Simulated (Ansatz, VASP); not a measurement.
# Pt: VASP beside Ansatz

POSCAR

```
Pt
1.0
   -1.5947118289      1.5947118289      1.5947118289
    1.5947118289     -1.5947118289      1.5947118289
    1.5947118289      1.5947118289     -1.5947118289
Pt
1
Direct
    0.0000000000      0.0000000000      0.0000000000
```

The input INCAR.step1:

```
SYSTEM = Pt
  ALGO = Normal
  EDIFF = 1E-5
  ENCUT = 520
  GGA = PE
  ISIF = 2
  ISMEAR = -1
  LASPH = .TRUE.
  LCHARG = .FALSE.
  LREAL = .FALSE.
  LWAVE = .TRUE.
  NBANDS = 11
  NELM = 80
  PREC = Accurate
  SIGMA = 0.05
```

INCAR.step2

```
SYSTEM = Pt
  AEXX = 0.25
  ALGO = Normal
  EDIFF = 1E-6
  ENCUT = 520
  GGA = PE
  ISIF = 2
  ISMEAR = -1
  ISTART = 1
  LASPH = .TRUE.
  LCHARG = .FALSE.
  LHFCALC = .TRUE.
  LREAL = .FALSE.
  LWAVE = .FALSE.
  NBANDS = 11
  NELM = 80
  PREC = Accurate
  PRECFOCK = Normal
  SIGMA = 0.05
```

KPOINTS

```
k-points
0
G
  8 8 8
  0 0 0
```

The input input:

```
crystal:
  lattice:
    - [-1.5947118289, 1.5947118289, 1.5947118289]
    - [1.5947118289, -1.5947118289, 1.5947118289]
    - [1.5947118289, 1.5947118289, -1.5947118289]
  atoms:
    - { symbol: Pt, position: [0.0, 0.0, 0.0] }
hamiltonian:
  xc: pbe0
  pseudopotentials: { kind: paw }
kpoints:
  mp_grid: { grid: [8, 8, 8] }
scf:
  occupations: { method: fermi_dirac, width: 0.05 }
output:
  forces: true
  stress: true
  eigenvalues: true
```

Alike in both runs: task single point; functional PBE0; k mesh 8 × 8 × 8; occupations fermi-dirac, width 0.05 eV; no spin polarisation.

```csv
,VASP,Ansatz
version,VASP 6.6.1,Ansatz 0.2.0
potentials or method,"VASP PAW PBE potentials, release 64 (Pt)",Ansatz PAW
plane-wave cutoff (eV),520,420
valence electrons in the cell,10,18
```

VASP gave:

```
gap on the k mesh at the Fermi level (eV) : none
pressure (GPa)                            : -11.5
```

**Question.** Which values does Ansatz return?

**Answer.** gap on the k mesh at the Fermi level (eV): none; pressure (GPa): -11.6.

A gap of «none» marks a metal or a gap that the smearing closes. VASP's potentials hold 10 valence electrons a cell and Ansatz's 18, so a difference there can come from the potentials and not from the codes.

Spin-orbit coupling is off throughout.
